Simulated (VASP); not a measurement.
Runs of VASP 6.6.1 on Sc. The structure is that of space group Fm-3m (No. 225), or close to it. The cells are those of the table. This isn't the form of Sc at room conditions, which is hcp.

```csv
task,level,potentials or basis,spin,cell,k mesh,cutoff (eV),smearing,grid for exact exchange (PRECFOCK),share of exact exchange,gap on the mesh (eV),pressure (GPa),moment (μB)
single point,BLYP,"VASP PAW PBE potentials, release 64 (Sc_sv)",off,"a = 2.967 Å, angles 60.0°, 1 atom",10 × 10 × 10,520,tetrahedron,-,-,none,24.8,-
single point,r2SCAN+D3(BJ),"VASP PAW PBE potentials, release 64 (Sc_sv)",collinear,"a = 3.270 Å, angles 60.0°, 1 atom",10 × 10 × 10,520,fermi-dirac 0.01 eV,-,-,none,(b),0.36
single point,LDA,"VASP PAW LDA potentials, release 64 (Sc_sv)",off,"a = 3.214, b = 3.222, c = 3.138 Å, angles 60.7, 60.2, 59.8°, 1 atom",16 × 16 × 17,520,fermi-dirac 0.05 eV,-,-,none,-1.7,-
single point,PBE exchange alone,"VASP PAW PBE potentials, release 64 (Sc_sv)",off,"a = 3.196 Å, angles 60.0°, 1 atom",10 × 10 × 10,520,gaussian 0.01 eV,-,-,none,(a),-
single point,B3LYP+D3(BJ),"VASP PAW PBE potentials, release 64 (Sc_sv)",off,"a = 3.196 Å, angles 60.0°, 1 atom",7 × 7 × 7,400,methfessel-paxton 0.05 eV,Normal,0.2,none,-1.2,-
relaxation of cell and atoms,r2SCAN+D3(BJ),"VASP PAW PBE potentials, release 64 (Sc_sv)",collinear,"relaxed from a = 3.196 Å, angles 60.0°, 1 atom",10 × 10 × 10,600,fermi-dirac 0.01 eV,-,-,none,0.0,0.36
```

Estimate the missing entries.

(a) 11.3; (b) -0.1.

Caveats: the PAW data sets were made with another functional, which shifts forces and pressure a little (at least some runs); the cell stands under pressure (at least some runs); tetrahedron occupations give inexact forces and stress in metals (at least some runs); three body term missing (at least some runs).

A gap of «none» marks levels without a gap at the run's occupations.
